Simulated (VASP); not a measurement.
# NaGeI3 (P4/mmm) in VASP: further runs

Aim: see how the results for NaGeI3 move with the level of theory and the settings. Levels: PBE, r2SCAN. Tasks: single point.

Program: VASP 6.6.1. These are calculated values, not measurements. Logs are shortened: lines on timing, memory, paths and dates and some standing lists are left out, and cuts for length are marked.

### 1 The cell of the first run

It takes space group P4/mmm (No. 123, tetragonal). The conventional cell has a = 5.889 Å, b = 5.889 Å, c = 5.771 Å, α = 90.00°, β = 90.00°, γ = 90.00°. Na (site symmetry 4/mmm) has 12 I at 4.12 to 4.16 Å and 8 Ge at 5.07 Å within 5.4 Å. Within 3.8 Å of Ge (site symmetry 4/mmm) lie 6 I at 2.89 to 2.94 Å. I (site symmetry mmm) has 2 Ge at 2.94 Å within 3.9 Å. Within 3.8 Å of I (site symmetry 4/mmm) lie 2 Ge at 2.89 Å.

### 2 Single point, PBE (uniaxial x strain -2.0%)

The input, INCAR:

```
ALGO     = Normal         # electronic algorithm
EDIFF    = 1E-6           # SCF threshold, eV
ENCUT    = 520            # plane-wave cutoff, eV
GGA      = PE             # functional
ISIF     = 2              # what is computed and relaxed
ISMEAR   = -1             # smearing method
LASPH    = T              # aspherical terms in the spheres
LCHARG   = F              # write CHGCAR
LREAL    = F              # projectors in reciprocal space
LWAVE    = F              # write WAVECAR
NBANDS   = 29             # bands
NELM     = 100            # most SCF steps
PREC     = Accurate       # precision mode
SIGMA    = 0.02           # smearing width, eV
```

The input, KPOINTS:

```
k-points
0
Gamma
  4 4 4
```

The input, POSCAR:

```
NaGeI3
1.0
    5.7714902406      0.0000000000      0.0000000000
    0.0000000000      5.8892757557      0.0000000000
    0.0000000000      0.0000000000      5.8892757557
Na Ge I
1 1 3
Direct
    0.0000000000      0.0000000000      0.0000000000
    0.5000000000      0.5000000000      0.5000000000
    0.5000000000      0.5000000000      0.0000000000
    0.5000000000      0.0000000000      0.5000000000
    0.0000000000      0.5000000000      0.5000000000
```

Potentials or basis: VASP PAW PBE potentials, release 64 (Na_pv, Ge_d, I).

The run is started by

```bash
$ cat potpaw_PBE.64/Na_pv/POTCAR potpaw_PBE.64/Ge_d/POTCAR potpaw_PBE.64/I/POTCAR > POTCAR
$ mpirun -np 1 vasp_std > vasp.out
```

OUTCAR:

```text
EDIFF = 1E-6
   ENCUT = 520
   GGA = PE
   ISIF = 2
   ISMEAR = -1
   LASPH = T
   LREAL = F
   NELM = 100
   PREC = Accurate

 ion  position               nearest neighbor table
   1  0.000  0.000  0.000-
   2  0.500  0.500  0.500-   5 2.89   5 2.89   3 2.94   3 2.94   4 2.94   4 2.94
   3  0.500  0.500  0.000-   2 2.94   2 2.94
   4  0.500  0.000  0.500-   2 2.94   2 2.94
   5  0.000  0.500  0.500-   2 2.89   2 2.89

  LATTYP: Found a simple tetragonal cell.
 ALAT       =     5.8892757557
 C/A-ratio  =     0.9800000000

  Lattice vectors:

 A1 = (   0.0000000000,   5.8892757557,   0.0000000000)
 A2 = (   0.0000000000,   0.0000000000,   5.8892757557)
 A3 = (   5.7714902406,   0.0000000000,   0.0000000000)

Analysis of symmetry for initial positions (statically):
=====================================================================
 Subroutine PRICEL returns:
 Original cell was already a primitive cell.

 Routine SETGRP: Setting up the symmetry group for a
 simple tetragonal supercell.

 Subroutine GETGRP returns: Found 16 space group operations
 (whereof 16 operations were pure point group operations)
 out of a pool of 16 trial point group operations.

The static configuration has the point symmetry D_4h.

Analysis of symmetry for dynamics (positions and initial velocities):
=====================================================================
 Subroutine PRICEL returns:
 Original cell was already a primitive cell.

 Routine SETGRP: Setting up the symmetry group for a
 simple tetragonal supercell.

 Subroutine GETGRP returns: Found 16 space group operations
 (whereof 16 operations were pure point group operations)
 out of a pool of 16 trial point group operations.

The dynamic configuration has the point symmetry D_4h.

 Subroutine INISYM returns: Found 16 space group operations
 (whereof 16 operations are pure point group operations),
 and found     1 'primitive' translations

----------------------------------------------------------------------------------------

                                     Primitive cell

  volume of cell :     200.1759

  direct lattice vectors                    reciprocal lattice vectors
     5.771490241  0.000000000  0.000000000     0.173265475  0.000000000  0.000000000
     0.000000000  5.889275756  0.000000000     0.000000000  0.169800166  0.000000000
     0.000000000  0.000000000  5.889275756     0.000000000  0.000000000  0.169800166

[... 82 lines left out ...]
   EDIFF  = 0.1E-05   stopping-criterion for ELM
   LREAL  =      F    real-space projection
   EDIFFG = 0.1E-04   stopping-criterion for IOM
   NSW    =      0    number of steps for IOM
   IBRION =     -1    ionic relax: 0-MD 1-quasi-New 2-CG
   NFREE  =      0    steps in history (QN), initial steepest desc. (CG)
   ISIF   =      2    stress and relaxation
   ISYM   =      2    0-nonsym 1-usesym 2-fastsym
   POTIM  = 0.5000    time-step for ionic-motion
   TEBEG  =    0.0;   TEEND  =   0.0 temperature during run
   PSTRESS=    0.0 pullay stress
   NELECT =      42.0000    total number of electrons
   NUPDOWN=      -1.0000    fix difference up-down
   EMIN   =  10.00;   EMAX   =-10.00  energy-range for DOS
   EFERMI =   0.00;   METHOD = LEGACY
   ISMEAR =    -1;   SIGMA  =   0.02  broadening in eV -4-tet -1-fermi 0-gaus
   EFERMI_NEDOS =   21; number of points for ismear=-14 and -15
   IALGO  =     38    algorithm
   IMIX   =      4    mixing-type and parameters
     AMIX     =   0.40;   BMIX     =  1.00
     AMIX_MAG =   1.60;   BMIX_MAG =  1.00
  volume/ion in A,a.u.               =      40.04       270.17
  Fermi-wavevector in a.u.,A,eV,Ry     =   0.972794  1.838313 12.875564  0.946327
  Thomas-Fermi vector in A             =   2.103121
   LORBIT       =      0    0 simple, 1 ext, 2 COOP (PROOUT), +10 PAW based schemes
   GGA     = PE    functional components
   LHFCALC =     F    Hartree Fock is set to
   AEXX    =    0.0000 exact exchange contribution
   IVDW    =     0    specifies the selected vdW correction
   LEPSILON=     F    determine dielectric tensor
   LRPA    =     F    only Hartree local field effects (RPA)
 non-spin polarized calculation
  energy-cutoff  :      520.00
  volume of cell :      200.18
 maximum number of plane-waves:      5424
 NGX is ok and might be reduce to    48
   NGX = 21   NGY = 21   NGZ = 21

 number of electron      42.0000022 magnetization

 Free energy of the ion-electron system (eV)
  ---------------------------------------------------
  ext. energy  EPLUGINS =         0.00000000
  ---------------------------------------------------
  free energy    TOTEN  =       -13.00609135 eV

  energy without entropy =      -13.00607601  energy(sigma->0) =      -13.00608368

 E-fermi :   2.7802     XC(G=0):  -7.5406

 val. band max:        2.6511247585   @ k =   0.5000   0.5000   0.5000
 cond. band min:       2.9231129352   @ k =   0.5000   0.5000   0.5000
 fundamental gap:      0.2719881767
 Fermi energy:         2.7801769588

 k-point     1 :       0.0000    0.0000    0.0000
  band No.  band energies     occupation
      1     -23.0015      2.00000
      2     -23.0015      2.00000
      3     -23.0009      2.00000
      4     -22.6756      2.00000
      5     -22.6744      2.00000
      6     -22.6664      2.00000
[... 565 lines left out ...]
     28       8.6818      0.00000
     29       8.8136      0.00000

------------------------ aborting loop because EDIFF is reached ----------------------------------------

  FORCE on cell =-STRESS in cart. coord.  units (eV):
  Direction    XX          YY          ZZ          XY          YZ          ZX
  --------------------------------------------------------------------------------------
  -------------------------------------------------------------------------------------
  Total        1.7343123      0.6314538      0.6314538      0.0000000      0.0000000     -0.0000000
  in kB       13.8811719      5.0540606      5.0540606      0.0000000      0.0000000     -0.0000000
  external PRESSURE =       7.9964310 kB  Pullay stress =       0.0000000 kB

 VOLUME and BASIS-vectors are now :
 -----------------------------------------------------------------------------
  energy-cutoff  :      520.00
  volume of cell :      200.18
      direct lattice vectors                 reciprocal lattice vectors
     5.771490241  0.000000000  0.000000000     0.173265475  0.000000000  0.000000000
     0.000000000  5.889275756  0.000000000     0.000000000  0.169800166  0.000000000
     0.000000000  0.000000000  5.889275756     0.000000000  0.000000000  0.169800166

 POSITION                                       TOTAL-FORCE (eV/Angst)
 -----------------------------------------------------------------------------------
      0.00000      0.00000      0.00000         0.000000      0.000000      0.000000
      2.88575      2.94464      2.94464         0.000000      0.000000      0.000000
      2.88575      2.94464      0.00000         0.000000      0.000000      0.000000
      2.88575      0.00000      2.94464         0.000000      0.000000      0.000000
      0.00000      2.94464      2.94464         0.000000      0.000000      0.000000
 -----------------------------------------------------------------------------------
    total drift:                                0.000000     -0.000000     -0.000000

  FREE ENERGIE OF THE ION-ELECTRON SYSTEM (eV)
  ---------------------------------------------------
  free  energy   TOTEN  =       -13.0060913539 eV

  energy  without entropy=      -13.0060760056  energy(sigma->0) =      -13.00608368
```

OSZICAR:

```text
N       E                     dE             d eps       ncg     rms          rms(c)
DAV:   1     0.355553834219E+03    0.35555E+03   -0.18552E+04  1264   0.176E+03
DAV:   2     0.351734815959E+02   -0.32038E+03   -0.30843E+03  1200   0.484E+02
DAV:   3    -0.109340727502E+02   -0.46108E+02   -0.45559E+02  1216   0.136E+02
DAV:   4    -0.132977134150E+02   -0.23636E+01   -0.23596E+01  1358   0.352E+01
DAV:   5    -0.133616444858E+02   -0.63931E-01   -0.63926E-01  1391   0.567E+00    0.476E+00
DAV:   6    -0.130802796707E+02    0.28136E+00   -0.35277E-01  1417   0.356E+00    0.315E+00
DAV:   7    -0.130141700430E+02    0.66110E-01   -0.23295E-01  1241   0.214E+00    0.104E+00
DAV:   8    -0.130064553750E+02    0.77147E-02   -0.32477E-02  1169   0.126E+00    0.338E-01
DAV:   9    -0.130060471525E+02    0.40822E-03   -0.30172E-03  1251   0.495E-01    0.129E-01
DAV:  10    -0.130060798922E+02   -0.32740E-04   -0.72653E-04  1234   0.163E-01    0.511E-02
DAV:  11    -0.130060934748E+02   -0.13583E-04   -0.31225E-04  1147   0.154E-01    0.362E-02
DAV:  12    -0.130060926117E+02    0.86315E-06   -0.22220E-05  1305   0.266E-02    0.218E-02
DAV:  13    -0.130060913684E+02    0.12433E-05   -0.41212E-06  1198   0.191E-02    0.530E-03
DAV:  14    -0.130060913539E+02    0.14483E-07   -0.99287E-07   790   0.944E-03
   1 F= -.13006091E+02 E0= -.13006084E+02  d E =-.153483E-04
```

stdout:

```text
POSCAR found type information on POSCAR NaGeI
 POSCAR found :  3 types and       5 ions
 scaLAPACK will be used
 LDA part: xc-table for (Slater+PW92), standard interpolation
 POSCAR, INCAR and KPOINTS ok, starting setup
 FFT: planning ... GRIDC
 FFT: planning ... GRID_SOFT
 FFT: planning ... GRID
 WAVECAR not read
 entering main loop
```

Wall time 1.7 min (1 thread of Intel Xeon Platinum 8488C (Sapphire Rapids), shared host); peak memory 0.37 GiB.

Results:

```
Free energy            : -13.0061 eV
Pressure               : 0.8 GPa
Band gap on the k mesh : 0.27 eV
```

Stress tensor (GPa, compression positive):
```
1.39 0.00 0.00
0.00 0.51 0.00
0.00 0.00 0.51
```

Caveat: the cell differs from its parent crystal (uniaxial x strain -2.0%); spin-orbit coupling is left out, which moves the levels of the heavy elements.

### 3 Single point, PBE (epitaxial xy strain +1.5%)

INCAR: that of step 2 with these lines changed.

```diff
@@ -11,3 +11,3 @@
 NBANDS   = 29             # bands
-NELM     = 100            # most SCF steps
+NELM     = 60             # most SCF steps
 PREC     = Accurate       # precision mode
```

KPOINTS is that of step 2.

POSCAR: that of step 2 with these lines changed.

```diff
@@ -2,5 +2,5 @@
 1.0
-    5.7714902406      0.0000000000      0.0000000000
-    0.0000000000      5.8892757557      0.0000000000
-    0.0000000000      0.0000000000      5.8892757557
+    5.9776148921      0.0000000000      0.0000000000
+    0.0000000000      5.9776148921      0.0000000000
+    0.0000000000      0.0000000000      5.8638426973
 Na Ge I
```

Potentials or basis: VASP PAW PBE potentials, release 64 (Na_pv, Ge_d, I).

The run is started by

```bash
$ cat potpaw_PBE.64/Na_pv/POTCAR potpaw_PBE.64/Ge_d/POTCAR potpaw_PBE.64/I/POTCAR > POTCAR
$ mpirun -np 1 vasp_std > vasp.out
```

OUTCAR:

```text
EDIFF = 1E-6
   ENCUT = 520
   GGA = PE
   ISIF = 2
   ISMEAR = -1
   LASPH = T
   LREAL = F
   NELM = 60
   PREC = Accurate

 ion  position               nearest neighbor table
   1  0.000  0.000  0.000-
   2  0.500  0.500  0.500-   3 2.93   3 2.93   5 2.99   4 2.99   4 2.99   5 2.99
   3  0.500  0.500  0.000-   2 2.93   2 2.93
   4  0.500  0.000  0.500-   2 2.99   2 2.99
   5  0.000  0.500  0.500-   2 2.99   2 2.99

  LATTYP: Found a simple tetragonal cell.
 ALAT       =     5.9776148921
 C/A-ratio  =     0.9809669581

  Lattice vectors:

 A1 = (   5.9776148921,   0.0000000000,   0.0000000000)
 A2 = (   0.0000000000,   5.9776148921,   0.0000000000)
 A3 = (   0.0000000000,   0.0000000000,   5.8638426973)

Analysis of symmetry for initial positions (statically):
=====================================================================
 Subroutine PRICEL returns:
 Original cell was already a primitive cell.

 Routine SETGRP: Setting up the symmetry group for a
 simple tetragonal supercell.

 Subroutine GETGRP returns: Found 16 space group operations
[... 165 lines left out ...]

 val. band max:        2.0998886010   @ k =   0.5000   0.5000   0.5000
 cond. band min:       2.5606494000   @ k =   0.5000   0.5000   0.5000
 fundamental gap:      0.4607607990
 Fermi energy:         2.3233288515

 k-point     1 :       0.0000    0.0000    0.0000
  band No.  band energies     occupation
      1     -23.4005      2.00000
      2     -23.4005      2.00000
      3     -23.4000      2.00000
      4     -23.0940      2.00000
      5     -23.0919      2.00000
      6     -23.0869      2.00000
[... 565 lines left out ...]
     28       8.3068      0.00000
     29       8.3444      0.00000

------------------------ aborting loop because EDIFF is reached ----------------------------------------

  FORCE on cell =-STRESS in cart. coord.  units (eV):
  Direction    XX          YY          ZZ          XY          YZ          ZX
  --------------------------------------------------------------------------------------
  -------------------------------------------------------------------------------------
  Total       -0.4551011     -0.4551011      0.4421122      0.0000000     -0.0000000      0.0000000
  in kB       -3.4800088     -3.4800088      3.3806866      0.0000000     -0.0000000      0.0000000
  external PRESSURE =      -1.1931103 kB  Pullay stress =       0.0000000 kB

 VOLUME and BASIS-vectors are now :
 -----------------------------------------------------------------------------
  energy-cutoff  :      520.00
  volume of cell :      209.53
      direct lattice vectors                 reciprocal lattice vectors
     5.977614892  0.000000000  0.000000000     0.167290804  0.000000000  0.000000000
     0.000000000  5.977614892  0.000000000     0.000000000  0.167290804  0.000000000
     0.000000000  0.000000000  5.863842697     0.000000000  0.000000000  0.170536635

 POSITION                                       TOTAL-FORCE (eV/Angst)
 -----------------------------------------------------------------------------------
      0.00000      0.00000      0.00000         0.000000      0.000000      0.000000
      2.98881      2.98881      2.93192         0.000000      0.000000      0.000000
      2.98881      2.98881      0.00000         0.000000      0.000000      0.000000
      2.98881      0.00000      2.93192         0.000000      0.000000      0.000000
      0.00000      2.98881      2.93192         0.000000      0.000000      0.000000
 -----------------------------------------------------------------------------------
    total drift:                                0.000000     -0.000000     -0.000000

  FREE ENERGIE OF THE ION-ELECTRON SYSTEM (eV)
  ---------------------------------------------------
  free  energy   TOTEN  =       -13.0260407731 eV

  energy  without entropy=      -13.0260405530  energy(sigma->0) =      -13.02604066
```

OSZICAR:

```text
N       E                     dE             d eps       ncg     rms          rms(c)
DAV:   1     0.353596785373E+03    0.35360E+03   -0.18428E+04  1198   0.170E+03
DAV:   2     0.344611651016E+02   -0.31914E+03   -0.30611E+03  1174   0.440E+02
DAV:   3    -0.110606801335E+02   -0.45522E+02   -0.44871E+02  1227   0.135E+02
DAV:   4    -0.133623621128E+02   -0.23017E+01   -0.22964E+01  1313   0.345E+01
DAV:   5    -0.134386565220E+02   -0.76294E-01   -0.76244E-01  1454   0.598E+00    0.434E+00
DAV:   6    -0.131081331309E+02    0.33052E+00   -0.39459E-01  1380   0.371E+00    0.287E+00
DAV:   7    -0.130359994209E+02    0.72134E-01   -0.24349E-01  1259   0.208E+00    0.111E+00
DAV:   8    -0.130267407690E+02    0.92587E-02   -0.40132E-02  1174   0.150E+00    0.321E-01
DAV:   9    -0.130260215320E+02    0.71924E-03   -0.52164E-03  1294   0.708E-01    0.118E-01
DAV:  10    -0.130260050543E+02    0.16478E-04   -0.11070E-03  1224   0.193E-01    0.608E-02
DAV:  11    -0.130260438267E+02   -0.38772E-04   -0.36308E-04  1157   0.135E-01    0.310E-02
DAV:  12    -0.130260416612E+02    0.21654E-05   -0.23588E-05  1269   0.287E-02    0.202E-02
DAV:  13    -0.130260407731E+02    0.88812E-06   -0.40849E-06  1187   0.175E-02
   1 F= -.13026041E+02 E0= -.13026041E+02  d E =-.220089E-06
```

stdout:

```text
POSCAR found type information on POSCAR NaGeI
 POSCAR found :  3 types and       5 ions
 scaLAPACK will be used
 LDA part: xc-table for (Slater+PW92), standard interpolation
 POSCAR, INCAR and KPOINTS ok, starting setup
 FFT: planning ... GRIDC
 FFT: planning ... GRID_SOFT
 FFT: planning ... GRID
 WAVECAR not read
 entering main loop
```

Wall time 1.7 min (1 thread of Intel Xeon Platinum 8488C (Sapphire Rapids), shared host); peak memory 0.38 GiB.

Results:

```
Free energy            : -13.0260 eV
Pressure               : -0.1 GPa
Band gap on the k mesh : 0.46 eV
```

Stress tensor (GPa, compression positive):
```
-0.35  0.00  0.00
 0.00 -0.35  0.00
 0.00  0.00  0.34
```

Levels at points of the mesh, in eV from the valence-band top:
```tsv
k point	band 18	band 19	band 20	band 21	band 22	band 23	band 24	band 25
(0.00, 0.00, 0.00)	-1.69	-1.61	-1.57	-1.57	1.47	4.59	4.64	4.64
(0.50, 0.00, 0.00)	-1.88	-1.63	-1.59	-1.26	1.05	3.11	3.63	4.72
(0.50, 0.50, 0.00)	-2.06	-1.88	-1.01	-0.68	0.92	0.92	2.92	4.47
(0.00, 0.00, 0.50)	-1.90	-1.63	-1.63	-1.11	1.08	3.17	3.59	4.70
(0.50, 0.00, 0.50)	-2.07	-1.87	-0.95	-0.55	0.86	0.95	2.87	4.38
(0.50, 0.50, 0.50)	-0.99	-0.94	-0.94	0.00	0.46	0.46	0.59	1.79
```

Caveat: the cell differs from its parent crystal (epitaxial xy strain +1.5%); spin-orbit coupling is left out, which moves the levels of the heavy elements. A k mesh can miss the band edges.

[end of part 1 of 2]
